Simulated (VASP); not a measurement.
# Sr4TmSi (R-3m) in VASP: further runs

The runs below take Sr4TmSi through single point, relaxation of shape and atoms at fixed volume, with PBE.

All numbers are computed with VASP 6.6.1; they aren't measurements. Logs are shortened: lines on timing, memory, paths and dates and some standing lists are left out, and cuts for length are marked.

### Step 1. The cell of the first run

Symmetry: R-3m, No. 166, trigonal system. Conventional cell: a = 5.525 Å, b = 5.525 Å, c = 25.088 Å, α = 90.00°, β = 90.00°, γ = 120.00°. Sr (site symmetry 3m) has 3 Si at 3.34 Å and 7 Sr at 3.74 to 4.40 Å and 3 Tm at 4.52 Å within 4.6 Å. Within 4.0 Å of Sr (site symmetry 3m) lie 1 Si at 2.98 Å and 3 Tm at 3.41 Å and 6 Sr at 3.77 to 3.99 Å. Within 4.6 Å of Tm (site symmetry -3m) lie 12 Sr at 3.41 to 4.52 Å. Within 3.9 Å of Si (site symmetry -3m) lie 8 Sr at 2.98 to 3.34 Å.

### Step 2. Single point, PBE (36.85 Å³/atom)

Input file INCAR:

```
PREC = Accurate
ENCUT = 500
EDIFF = 1E-6
ISMEAR = 0
SIGMA = 0.1
LREAL = F
LASPH = T
NELM = 200
ALGO = Normal
ISIF = 2
LWAVE = F
LCHARG = F
GGA = PE
NBANDS = 36
GGA_COMPAT = F
LMAXMIX = 6
```

Input file KPOINTS:

```
Automatic mesh
0
Gamma
  6 6 6
```

Input file POSCAR:

```
Sr4TmSi
1.0
    2.7624599666      1.5949070053      8.3627801374
   -2.7624599666      1.5949070053      8.3627801374
    0.0000000000     -3.1898140106      8.3627801374
Sr Tm Si
4 1 1
Direct
    0.7057022787      0.7057022787      0.7057022787
    0.2942977213      0.2942977213      0.2942977213
    0.8810725328      0.8810725328      0.8810725328
    0.1189274672      0.1189274672      0.1189274672
    0.5000000000      0.5000000000      0.5000000000
    0.0000000000      0.0000000000      0.0000000000
```

Potentials or basis: VASP PAW PBE potentials, release 64 (Sr_sv, Tm_3, Si), 4f in core.

Run with:

```
> cat potpaw_PBE.64/Sr_sv/POTCAR potpaw_PBE.64/Tm_3/POTCAR potpaw_PBE.64/Si/POTCAR > POTCAR
> mpirun -np 1 vasp_std > vasp.out
```

OUTCAR:

```text
PREC = Accurate
   ENCUT = 500
   EDIFF = 1E-6
   ISMEAR = 0
   LREAL = F
   LASPH = T
   NELM = 200
   ISIF = 2
   GGA = PE

 ion  position               nearest neighbor table
   1  0.706  0.706  0.706-   6 3.34   6 3.34   6 3.34   2 3.74   2 3.74   2 3.74   4 3.77   4 3.77
                             4 3.77   3 4.40   3 5.09   3 5.09   3 5.09
   2  0.294  0.294  0.294-   6 3.34   6 3.34   6 3.34   1 3.74   1 3.74   1 3.74   3 3.77   3 3.77
                             3 3.77   4 4.40   4 5.09   4 5.09   4 5.09
   3  0.881  0.881  0.881-   6 2.98   5 3.41   5 3.41   5 3.41   2 3.77   2 3.77   2 3.77   4 3.99
                             4 3.99   4 3.99   1 4.40   1 5.09   1 5.09   1 5.09
   4  0.119  0.119  0.119-   6 2.98   5 3.41   5 3.41   5 3.41   1 3.77   1 3.77   1 3.77   3 3.99
                             3 3.99   3 3.99   2 4.40   2 5.09   2 5.09   2 5.09
   5  0.500  0.500  0.500-   4 3.41   3 3.41   4 3.41   4 3.41   3 3.41   3 3.41
   6  0.000  0.000  0.000-   3 2.98   4 2.98   1 3.34   2 3.34   1 3.34   1 3.34   2 3.34   2 3.34

  LATTYP: Found a trigonal (rhomboedric) cell.
 ALAT       =     8.9504751298
 COS(alpha) =     0.8094847253

  Lattice vectors:

 A1 = (   2.7624599666,   1.5949070053,   8.3627801374)
 A2 = (  -2.7624599666,   1.5949070053,   8.3627801374)
 A3 = (   0.0000000000,  -3.1898140106,   8.3627801374)

Analysis of symmetry for initial positions (statically):
=====================================================================
 Subroutine PRICEL returns:
 Original cell was already a primitive cell.

 Routine SETGRP: Setting up the symmetry group for a
 trigonal (rhombohedral) supercell.

 Subroutine GETGRP returns: Found 12 space group operations
 (whereof 12 operations were pure point group operations)
 out of a pool of 12 trial point group operations.

The static configuration has the point symmetry D_3d.

Analysis of symmetry for dynamics (positions and initial velocities):
=====================================================================
 Subroutine PRICEL returns:
 Original cell was already a primitive cell.

 Routine SETGRP: Setting up the symmetry group for a
 trigonal (rhombohedral) supercell.

 Subroutine GETGRP returns: Found 12 space group operations
 (whereof 12 operations were pure point group operations)
 out of a pool of 12 trial point group operations.

The dynamic configuration has the point symmetry D_3d.

 Subroutine INISYM returns: Found 12 space group operations
 (whereof 12 operations are pure point group operations),
 and found     1 'primitive' translations

[... 100 lines left out ...]
   ENCUT  =  500.0 eV  36.75 Ry    6.06 a.u.  16.32 16.32 16.32*2*pi/ulx,y,z
   NELM   =    200;   NELMIN=  2; NELMDL= -5     # of ELM steps
   EDIFF  = 0.1E-05   stopping-criterion for ELM
   LREAL  =      F    real-space projection
[... 7 lines left out ...]
   TEBEG  =    0.0;   TEEND  =   0.0 temperature during run
   PSTRESS=    0.0 pullay stress
   NELECT =      53.0000    total number of electrons
   NUPDOWN=      -1.0000    fix difference up-down
   EMIN   =  10.00;   EMAX   =-10.00  energy-range for DOS
   EFERMI =   0.00;   METHOD = LEGACY
   ISMEAR =     0;   SIGMA  =   0.10  broadening in eV -4-tet -1-fermi 0-gaus
   EFERMI_NEDOS =   21; number of points for ismear=-14 and -15
   IALGO  =     38    algorithm
   IMIX   =      4    mixing-type and parameters
     AMIX     =   0.40;   BMIX     =  1.00
     AMIX_MAG =   1.60;   BMIX_MAG =  1.00
  volume/ion in A,a.u.               =      36.85       248.64
  Fermi-wavevector in a.u.,A,eV,Ry     =   1.017003  1.921858 14.072447  1.034296
  Thomas-Fermi vector in A             =   2.150379
   LORBIT       =      0    0 simple, 1 ext, 2 COOP (PROOUT), +10 PAW based schemes
   GGA     = PE    functional components
   LHFCALC =     F    Hartree Fock is set to
   AEXX    =    0.0000 exact exchange contribution
   IVDW    =     0    specifies the selected vdW correction
   LEPSILON=     F    determine dielectric tensor
   LRPA    =     F    only Hartree local field effects (RPA)
 non-spin polarized calculation
 Gauss-broadening in eV      SIGMA  =   0.10
  energy-cutoff  :      500.00
  volume of cell :      221.07
 maximum number of plane-waves:      5628
 NGX is ok and might be reduce to    70
   NGX = 33   NGY = 33   NGZ = 33

 number of electron      53.0000000 magnetization

 Free energy of the ion-electron system (eV)
  ---------------------------------------------------
  ext. energy  EPLUGINS =         0.00000000
  ---------------------------------------------------
  free energy    TOTEN  =       -15.16514968 eV

  energy without entropy =      -15.11427856  energy(sigma->0) =      -15.13971412

 E-fermi :   2.5845     XC(G=0):  -8.4970

 val. band max:        2.5839188815   @ k =  -0.1667   0.3333   0.1667
 cond. band min:       2.5887098594   @ k =   0.5000   0.5000   0.5000
 fundamental gap:      0.0047909779
 Fermi energy:         2.5844835498

 k-point     1 :       0.0000    0.0000    0.0000
  band No.  band energies     occupation
      1     -33.3418      2.00000
      2     -33.3030      2.00000
      3     -32.8395      2.00000
      4     -32.8206      2.00000
      5     -23.9276      2.00000
      6     -23.9016      2.00000
[... 925 lines left out ...]
     35       5.0466      0.00000
     36       5.2883      0.00000

 [... further k-points ...]

------------------------ aborting loop because EDIFF is reached ----------------------------------------

  FORCE on cell =-STRESS in cart. coord.  units (eV):
  Direction    XX          YY          ZZ          XY          YZ          ZX
  --------------------------------------------------------------------------------------
  -------------------------------------------------------------------------------------
  Total        4.3014419      4.3014419      4.3834234      0.0000000     -0.0000000      0.0000000
  in kB       31.1739158     31.1739157     31.7680613      0.0000000     -0.0000000      0.0000000
  external PRESSURE =      31.3719643 kB  Pullay stress =       0.0000000 kB

 VOLUME and BASIS-vectors are now :
 -----------------------------------------------------------------------------
  energy-cutoff  :      500.00
  volume of cell :      221.07
      direct lattice vectors                 reciprocal lattice vectors
     2.762459967  1.594907005  8.362780137     0.180998098  0.104499301  0.039859153
    -2.762459967  1.594907005  8.362780137    -0.180998098  0.104499301  0.039859153
     0.000000000 -3.189814011  8.362780137     0.000000000 -0.208998601  0.039859153

 POSITION                                       TOTAL-FORCE (eV/Angst)
 -----------------------------------------------------------------------------------
      0.00000      0.00000     17.70490         0.000000     -0.000000      0.005755
      0.00000      0.00000      7.38344         0.000000     -0.000000     -0.005755
      0.00000      0.00000     22.10465         0.000000     -0.000000      0.006681
      0.00000      0.00000      2.98369         0.000000      0.000000     -0.006681
      0.00000      0.00000     12.54417         0.000000     -0.000000      0.000000
      0.00000      0.00000      0.00000         0.000000     -0.000000      0.000000
 -----------------------------------------------------------------------------------
    total drift:                                0.000000      0.000000      0.000000

  FREE ENERGIE OF THE ION-ELECTRON SYSTEM (eV)
  ---------------------------------------------------
  free  energy   TOTEN  =       -15.1651496834 eV

  energy  without entropy=      -15.1142785613  energy(sigma->0) =      -15.13971412
```

OSZICAR:

```text
N       E                     dE             d eps       ncg     rms          rms(c)
DAV:   1     0.416878936617E+03    0.41688E+03   -0.22390E+04  2304   0.125E+03
DAV:   2     0.293915467709E+02   -0.38749E+03   -0.37764E+03  2564   0.365E+02
DAV:   3    -0.125360796104E+02   -0.41928E+02   -0.40953E+02  3728   0.919E+01
DAV:   4    -0.161873873205E+02   -0.36513E+01   -0.35890E+01  3632   0.234E+01
DAV:   5    -0.164870949888E+02   -0.29971E+00   -0.29888E+00  3648   0.652E+00    0.368E+01
DAV:   6    -0.151622985577E+02    0.13248E+01   -0.39697E+00  3112   0.567E+00    0.207E+01
DAV:   7    -0.151788014808E+02   -0.16503E-01   -0.12389E+00  3372   0.420E+00    0.505E+00
DAV:   8    -0.151656175892E+02    0.13184E-01   -0.14632E-01  3336   0.135E+00    0.136E+00
DAV:   9    -0.151648698708E+02    0.74772E-03   -0.19944E-02  3516   0.522E-01    0.334E-01
DAV:  10    -0.151650892783E+02   -0.21941E-03   -0.17798E-03  3684   0.162E-01    0.173E-01
DAV:  11    -0.151652004069E+02   -0.11113E-03   -0.71721E-04  3592   0.801E-02    0.813E-02
DAV:  12    -0.151651467492E+02    0.53658E-04   -0.28268E-04  3796   0.436E-02    0.173E-02
DAV:  13    -0.151651501187E+02   -0.33695E-05   -0.15654E-05  2276   0.134E-02    0.936E-03
DAV:  14    -0.151651496834E+02    0.43533E-06   -0.34135E-06  2436   0.709E-03
   1 F= -.15165150E+02 E0= -.15139714E+02  d E =-.508711E-01
```

stdout:

```text
POSCAR found type information on POSCAR SrTmSi
 POSCAR found :  3 types and       6 ions
 scaLAPACK will be used
 LDA part: xc-table for (Slater+PW92), standard interpolation
 POSCAR, INCAR and KPOINTS ok, starting setup
 FFT: planning ... GRIDC
 FFT: planning ... GRID_SOFT
 FFT: planning ... GRID
 WAVECAR not read
 entering main loop
```

Run time: 10 min. Hardware: 1 thread of Intel Xeon Platinum 8488C (Sapphire Rapids), shared host; peak memory 0.79 GiB.

What came out:

| Item | Value |
| --- | --- |
| Free energy | -15.1651 eV |
| Pressure | 3.1 GPa |
| Largest force | 0.007 eV/Å |
| Band gap on the k mesh | zero (an odd number of electrons rules out a gap without spin polarisation) |

Forces on the atoms (eV/Å):
```
Sr   0.000  0.000  0.006
Sr   0.000  0.000 -0.006
Sr   0.000  0.000  0.007
Sr   0.000  0.000 -0.007
Tm   0.000  0.000  0.000
Si   0.000  0.000  0.000
```

Caveat: the cell stands under pressure; spin-orbit coupling is left out, which moves the levels of the heavy elements; the 4f electrons are frozen in the core, so they carry no moment and show no levels.

### Step 3. Relaxation of shape and atoms at fixed volume, PBE (39.36 Å³/atom)

This run uses another cell than the first one, of 39.36 Å³/atom.

Input file INCAR:

```
SYSTEM = Sr4TmSi
  ALGO = Normal
  EDIFF = 1E-7
  EDIFFG = -0.01
  ENCUT = 500
  GGA = PE
  GGA_COMPAT = .False.
  IBRION = 2
  ISIF = 4
  ISMEAR = 0
  LASPH = .True.
  LCHARG = .False.
  LMAXMIX = 6
  LREAL = .False.
  LWAVE = .False.
  NELM = 200
  NELMIN = 4
  NSW = 50
  PREC = Accurate
  SIGMA = 0.1
```

Input file KPOINTS:

```
k-points
0
Gamma
  6 6 6
  0 0 0
```

Input file POSCAR:

```
Sr4TmSi
1.0
    2.8291094743      1.6333871165      8.5170332020
   -2.8291094743      1.6333871165      8.5170332020
    0.0000000000     -3.2667742330      8.5170332020
Sr Tm Si
4 1 1
Direct
    0.7052051449      0.7052051449      0.7052051449
    0.2947948551      0.2947948551      0.2947948551
    0.8816442321      0.8816442321      0.8816442321
    0.1183557679      0.1183557679      0.1183557679
    0.5000000000      0.5000000000      0.5000000000
    0.0000000000      0.0000000000      0.0000000000
```

Potentials or basis: VASP PAW PBE potentials, release 64 (Sr_sv, Tm_3, Si), 4f in core.

Run with:

```
> cat potpaw_PBE.64/Sr_sv/POTCAR potpaw_PBE.64/Tm_3/POTCAR potpaw_PBE.64/Si/POTCAR > POTCAR
> mpirun -np 1 vasp_std > vasp.out
```

It took 17 min on 1 thread of Intel Xeon 6975P-C (Granite Rapids), shared host; peak memory 0.87 GiB.

It converged, with:

| Property | Result |
| --- | --- |
| Free energy | -15.3757 eV |
| Energy gained by relaxing | 0.1 meV/atom |
| Ionic steps | 5 |
| Pressure after relaxing | 1.4 GPa |
| Largest force after relaxing | 0.010 eV/Å |
| Band gap on the k mesh | zero (an odd number of electrons rules out a gap without spin polarisation) |

Forces on the atoms (eV/Å):
```
Sr   0.000  0.000  0.010
Sr   0.000  0.000 -0.010
Sr   0.000  0.000  0.004
Sr   0.000  0.000 -0.004
Tm   0.000  0.000  0.000
Si   0.000  0.000  0.000
```

Step by step:
```tsv
step	energy change (eV)	largest force (eV/Å)	pressure (GPa)	volume (Å³)
1	0.0000	0.0313	1.40	236.14
2	-0.0003	0.0142	1.40	236.14
3	-0.0003	0.0113	1.39	236.14
4	-0.0003	0.0113	1.39	236.14
5	-0.0004	0.0099	1.39	236.14
```

Final structure:
```xyz
6
Lattice="2.8257 1.6314 8.5376 -2.8257 1.6314 8.5376 0.0000 -3.2628 8.5376" Properties=species:S:1:pos:R:3 pbc="T T T"
Sr    0.0000    0.0000   18.0637
Sr    0.0000    0.0000    7.5491
Sr    0.0000    0.0000   22.5784
Sr    0.0000    0.0000    3.0344
Tm    0.0000    0.0000   12.8064
Si    0.0000    0.0000    0.0000
```

Levels at points of the mesh, in eV from the Fermi level:
| k point | band 23 | band 24 | band 25 | band 26 | band 27 | band 28 | band 29 | band 30 | band 31 |
| --- | --- | --- | --- | --- | --- | --- | --- | --- | --- |
| (0.00, 0.00, 0.00) | -1.17 | -1.17 | -0.27 | -0.13 | -0.13 | 0.19 | 0.73 | 0.73 | 0.80 |
| (0.50, 0.00, 0.00) | -1.24 | -0.95 | -0.84 | -0.54 | -0.16 | 0.32 | 0.69 | 0.86 | 0.96 |
| (0.50, 0.50, 0.00) | -1.67 | -0.87 | -0.84 | -0.23 | -0.13 | 0.33 | 0.52 | 0.77 | 0.77 |
| (0.50, 0.50, 0.50) | -1.25 | -1.23 | -1.00 | 0.02 | 0.02 | 0.71 | 0.77 | 0.77 | 0.85 |

Caveat: spin-orbit coupling is left out, which moves the levels of the heavy elements; the 4f electrons are frozen in the core, so they carry no moment and show no levels.
